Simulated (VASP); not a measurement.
# NbN (Fm-3m) in VASP: a series of runs, part 2 of 2

VASP 6.6.1. Earlier steps stand in the parts before.

**4. Single point, r2SCAN**

This run uses another cell than the first one, of 10.73 Å³/atom.

POSCAR reads:

```
NbN
1.0
    0.0000000000      2.2058451277      2.2058451277
    2.2058451277      0.0000000000      2.2058451277
    2.2058451277      2.2058451277      0.0000000000
Nb N
1 1
Direct
    0.5000000000      0.5000000000      0.5000000000
    0.0000000000      0.0000000000      0.0000000000
```

INCAR.step1 reads:

```
SYSTEM = NbN
ALGO = Normal
EDIFF = 1E-5
ENCUT = 660
GGA = PE
GGA_COMPAT = .False.
ISMEAR = -4
LASPH = .True.
LCHARG = .False.
LREAL = .False.
LWAVE = .True.
NBANDS = 16
NELM = 120
PREC = Accurate
SIGMA = 0.15
```

INCAR.step2 reads:

```
SYSTEM = NbN
ALGO = Normal
EDIFF = 1E-6
ENCUT = 660
GGA_COMPAT = .False.
ISIF = 2
ISMEAR = -4
ISTART = 1
LASPH = .True.
LCHARG = .False.
LMIXTAU = .True.
LREAL = .False.
LWAVE = .False.
METAGGA = R2SCAN
NBANDS = 16
NELM = 120
PREC = Accurate
SIGMA = 0.15
```

KPOINTS reads:

```
k-points
0
Gamma
  24 24 24
  0 0 0
```

Command:

```bash
$ cat potpaw_PBE.64/Nb_sv/POTCAR potpaw_PBE.64/N/POTCAR > POTCAR
$ cp INCAR.step1 INCAR
$ mpirun -np 1 vasp_std > vasp.out
$ cp INCAR.step2 INCAR
$ mpirun -np 1 vasp_std > vasp.out
```

It took 23 min on 1 thread of Oxide Virtual Turin-like, shared host; peak memory 0.31 GiB.

Results (log left out):

```
Free energy            : -36.2346 eV
Pressure               : 0.1 GPa
Band gap on the k mesh : zero (bands 9 and 10 overlap by 3.51 eV)
```

Levels at points of the mesh, in eV from the Fermi level:
| k point | band 7 | band 8 | band 9 | band 10 | band 11 | band 12 |
| --- | --- | --- | --- | --- | --- | --- |
| (0.00, 0.00, 0.00) | -3.61 | -3.61 | -2.03 | -2.03 | -2.03 | -0.06 |
| (0.50, 0.00, 0.00) | -7.38 | -7.38 | 1.47 | 1.47 | 2.03 | 4.89 |
| (0.50, 0.50, 0.00) | -5.07 | -4.30 | -4.30 | 1.68 | 2.76 | 2.76 |

Caveat: the PAW data sets were made with another functional, which shifts forces and pressure a little; tetrahedron occupations give inexact forces and stress in metals.

**5. Single point, r2SCAN**

This run uses another cell than the first one, of 10.73 Å³/atom.

POSCAR is that of step 4.

INCAR.step1 reads:

```
PREC = Accurate
ENCUT = 660
ISMEAR = 0
SIGMA = 0.15
LREAL = F
LASPH = T
NELM = 120
NBANDS = 16
GGA = PE
ALGO = Normal
EDIFF = 1E-5
LWAVE = T
LCHARG = F
GGA_COMPAT = F
```

INCAR.step2 reads:

```
PREC = Accurate
ENCUT = 660
EDIFF = 1E-6
ISMEAR = 0
SIGMA = 0.15
LREAL = F
LASPH = T
NELM = 120
ALGO = Normal
ISIF = 2
LWAVE = F
LCHARG = F
METAGGA = R2SCAN
LMIXTAU = T
NBANDS = 16
ISTART = 1
GGA_COMPAT = F
```

KPOINTS reads:

```
Automatic mesh
0
Gamma
  26 26 26
```

Potentials or basis: VASP PAW PBE potentials, release 64 (Nb_sv, N).

Command:

```bash
$ cat potpaw_PBE.64/Nb_sv/POTCAR potpaw_PBE.64/N/POTCAR > POTCAR
$ cp INCAR.step1 INCAR
$ mpirun -np 1 vasp_std > vasp.out
$ cp INCAR.step2 INCAR
$ mpirun -np 1 vasp_std > vasp.out
```

OUTCAR:

```text
PREC = Accurate
   ENCUT = 660
   EDIFF = 1E-6
   ISMEAR = 0
   LREAL = F
   LASPH = T
   NELM = 120
   ISIF = 2
   METAGGA = R2SCAN
   ISTART = 1

 ion  position               nearest neighbor table
   1  0.500  0.500  0.500-   2 2.21   2 2.21   2 2.21   2 2.21   2 2.21   2 2.21
   2  0.000  0.000  0.000-   1 2.21   1 2.21   1 2.21   1 2.21   1 2.21   1 2.21

  LATTYP: Found a face centered cubic cell.
 ALAT       =     4.4116902554

  Lattice vectors:

[... 641 lines left out ...]

 [... further k-points ...]

------------------------ aborting loop because EDIFF is reached ----------------------------------------

  FORCE on cell =-STRESS in cart. coord.  units (eV):
  Direction    XX          YY          ZZ          XY          YZ          ZX
  --------------------------------------------------------------------------------------
  -------------------------------------------------------------------------------------
  Total       -0.0062866     -0.0062866     -0.0062866      0.0000000      0.0000000      0.0000000
  in kB       -0.4692154     -0.4692154     -0.4692154      0.0000000      0.0000000      0.0000000
  external PRESSURE =      -0.4692154 kB  Pullay stress =       0.0000000 kB

 VOLUME and BASIS-vectors are now :
 -----------------------------------------------------------------------------
  energy-cutoff  :      660.00
  volume of cell :       21.47
      direct lattice vectors                 reciprocal lattice vectors
     0.000000000  2.205845128  2.205845128    -0.226670492  0.226670492  0.226670492
     2.205845128  0.000000000  2.205845128     0.226670492 -0.226670492  0.226670492
     2.205845128  2.205845128  0.000000000     0.226670492  0.226670492 -0.226670492

 POSITION                                       TOTAL-FORCE (eV/Angst)
 -----------------------------------------------------------------------------------
      2.20585      2.20585      2.20585         0.000000     -0.000000     -0.000000
      0.00000      0.00000      0.00000         0.000000      0.000000      0.000000
 -----------------------------------------------------------------------------------
    total drift:                                0.000000      0.000000      0.000000

  FREE ENERGIE OF THE ION-ELECTRON SYSTEM (eV)
  ---------------------------------------------------
  free  energy   TOTEN  =       -36.2590955868 eV

  energy  without entropy=      -36.2490140227  energy(sigma->0) =      -36.25405480
```

OUTCAR.step1:

```text
PREC = Accurate
   ENCUT = 660
   ISMEAR = 0
   LREAL = F
   LASPH = T
[... 677 lines left out ...]
 -----------------------------------------------------------------------------------
      2.20585      2.20585      2.20585        -0.000000      0.000000     -0.000000
      0.00000      0.00000      0.00000         0.000000     -0.000000      0.000000
 -----------------------------------------------------------------------------------
    total drift:                                0.000000      0.000000      0.000000

  FREE ENERGIE OF THE ION-ELECTRON SYSTEM (eV)
  ---------------------------------------------------
  free  energy   TOTEN  =       -20.5457700077 eV

  energy  without entropy=      -20.5351666577  energy(sigma->0) =      -20.54046833
```

Wall time 27 min (1 thread of Oxide Virtual Turin-like, shared host); peak memory 0.35 GiB.

Results:

| Quantity | Value |
| --- | --- |
| Free energy | -36.2591 eV |
| Pressure | 0.0 GPa |
| Band gap on the k mesh | zero (bands 9 and 10 overlap by 3.51 eV) |

Caveat: the PAW data sets were made with another functional, which shifts forces and pressure a little.

**6. Summary**

| cell | k mesh | smearing | gap on the mesh (eV) | pressure (GPa) |
| --- | --- | --- | --- | --- |
| a = 3.103 Å, angles 60.0°, 2 atoms | 8 × 8 × 8 | gaussian 0.1 eV | none | 5.3 |
| a = 3.120 Å, angles 60.0°, 2 atoms | 24 × 24 × 24 | gaussian 0.15 eV | none | 0.0 |
| a = 3.120 Å, angles 60.0°, 2 atoms | 24 × 24 × 24 | tetrahedron | none | 0.1 |
| a = 3.120 Å, angles 60.0°, 2 atoms | 26 × 26 × 26 | gaussian 0.15 eV | none | 0.0 |

Alike in all rows: task single point; level r2SCAN; potentials or basis VASP PAW PBE potentials, release 64 (Nb_sv, N); no spin polarisation; cutoff (eV) 660.

Caveats: the PAW data sets were made with another functional, which shifts forces and pressure a little; the cell stands under pressure (at least some runs); tetrahedron occupations give inexact forces and stress in metals (at least some runs).

Absolute energies hang on the potentials; compare differences alone.
